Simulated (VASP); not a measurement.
Input of a VASP 6.6.1 run:

The input INCAR:

```
  PREC = Accurate
  ENCUT = 400
  EDIFF = 1E-6
  ISMEAR = 0
  SIGMA = 0.02
  LREAL = False
  LASPH = True
  NELM = 120
  ALGO = Normal
  ISIF = 2
  LWAVE = False
  LCHARG = False
  LDIPOL = True
  IDIPOL = 3
  DIPOL = 0.5 0.5 0.500
  GGA = PE
  NBANDS = 18
  GGA_COMPAT = False
  NELMDL = -8
```

Contents of KPOINTS:

```
Automatic mesh
0
Gamma
  10 8 1
```

The input POSCAR:

```
P
1.0
    3.2961957556      0.0000000000      0.0000000000
    0.0000000000      4.4391263596      0.0000000000
    0.0000000000      0.0000000000     30.3376758692
P
4
Direct
    0.0000000000      0.5825038165      0.4650088327
    0.5000000000      0.9174961835      0.4650088327
    0.5000000000      0.0825038165      0.5349911673
    0.0000000000      0.4174961835      0.5349911673
```

Potentials or basis: VASP PAW PBE potentials, release 64 (P).

The run is started by

```bash
$ cat potpaw_PBE.64/P/POTCAR > POTCAR
$ mpirun -np 1 vasp_std > vasp.out
```

**Question.** Estimate the largest force.

**Answer.** 0.056 eV/Å.

**Question.** What does it give for the band gap on the k mesh?

**Answer.** 0.75 eV.

Forces in eV/Å, atoms in the order of the input:
```
P    0.000  0.043 -0.035
P    0.000 -0.043 -0.035
P    0.000  0.043  0.035
P    0.000 -0.043  0.035
```

Caveat: semilocal functionals underestimate gaps, and a narrow one can read as zero.
